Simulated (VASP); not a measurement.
Here is a VASP 6.6.1 calculation.

File INCAR:

```
SYSTEM = Y2LuN3
  ALGO = Normal
  EDIFF = 1E-6
  EDIFFG = -0.01
  ENCUT = 600
  GGA = PE
  IBRION = 2
  ISIF = 4
  ISMEAR = 0
  LASPH = .True.
  LCHARG = .False.
  LREAL = .False.
  LWAVE = .False.
  NELM = 80
  NSW = 50
  PREC = Accurate
  SIGMA = 0.01
```

The input KPOINTS:

```
k-points
0
Gamma
  12 12 4
  0 0 0
```

File POSCAR:

```
Y2LuN3
1.0
    3.4692263446      0.0000000292      0.0000000000
   -1.7346131975      3.0044381313      0.0000000000
    0.0000000000      0.0000000000      8.4995717008
Y Lu N
2 1 3
Direct
    0.3333333333      0.6666666667      0.6690290000
    0.6666666667      0.3333333333      0.3309710000
    0.0000000000      0.0000000000      0.0000000000
    0.3333333333      0.6666666667      0.1617350000
    0.6666666667      0.3333333333      0.8382650000
    0.0000000000      0.0000000000      0.5000000000
```

Potentials or basis: VASP PAW PBE potentials, release 64 (Y_sv, Lu, N).

The run is started by

```bash
$ cat potpaw_PBE.64/Y_sv/POTCAR potpaw_PBE.64/Lu/POTCAR potpaw_PBE.64/N/POTCAR > POTCAR
$ mpirun -np 1 vasp_std > vasp.out
```

Estimate the band gap on the k mesh.

0.17 eV (least direct gap 0.67 eV).

Final structure:
```yaml
crystal:
  lattice:
    - [3.46948, 0.00000, 0.00000]
    - [-1.73474, 3.00466, 0.00000]
    - [0.00000, 0.00000, 8.49831]
  atoms:
    - { symbol: Y, position: [0.33333, 0.66667, 0.66880] }
    - { symbol: Y, position: [0.66667, 0.33333, 0.33120] }
    - { symbol: Lu, position: [0.00000, 0.00000, 0.00000] }
    - { symbol: N, position: [0.33333, 0.66667, 0.16234] }
    - { symbol: N, position: [0.66667, 0.33333, 0.83766] }
    - { symbol: N, position: [0.00000, 0.00000, 0.50000] }
```

Caveat: semilocal functionals underestimate gaps, and a narrow one can read as zero; spin-orbit coupling is left out, which moves the levels of the heavy elements. A k mesh can miss the band edges.
